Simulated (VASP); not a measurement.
Cs, 1 atom in the cell. Symmetry: Im-3m, No. 229, cubic system. The conventional cell has a = 6.257 Å, b = 6.257 Å, c = 6.257 Å, α = 90.00°, β = 90.00°, γ = 90.00°. 

* Program: VASP 6.6.1
* Task: vibrations by perturbation theory
* Functional: PBEsol
* Potentials or basis: VASP PAW PBE potentials, release 64 (Cs_sv)
* Cutoff: 520 eV
* k mesh: 6 × 6 × 6
* Occupations: fermi-dirac, width 0.05 eV
* Spin: no spin polarisation
* Dipole correction: no
* Further INCAR settings: ALGO = Normal; EDIFF = 1e-08; NBANDS = 10; IBRION = 8; NSW = 1

Potentials or basis: VASP PAW PBE potentials, release 64 (Cs_sv).

The run is started by

```console
$ cat potpaw_PBE.64/Cs_sv/POTCAR > POTCAR
$ mpirun -np 1 vasp_std > vasp.out
```

Hardware: 1 thread of AMD EPYC 9R45 96-Core Processor (Zen 5) (shared host).

How long does it take, and how much memory?

Run time: 39 s on 1 thread of AMD EPYC 9R45 96-Core Processor (Zen 5), with other jobs on the host, peak memory 0.28 GiB. Counts: scf iterations 24, k points 16.
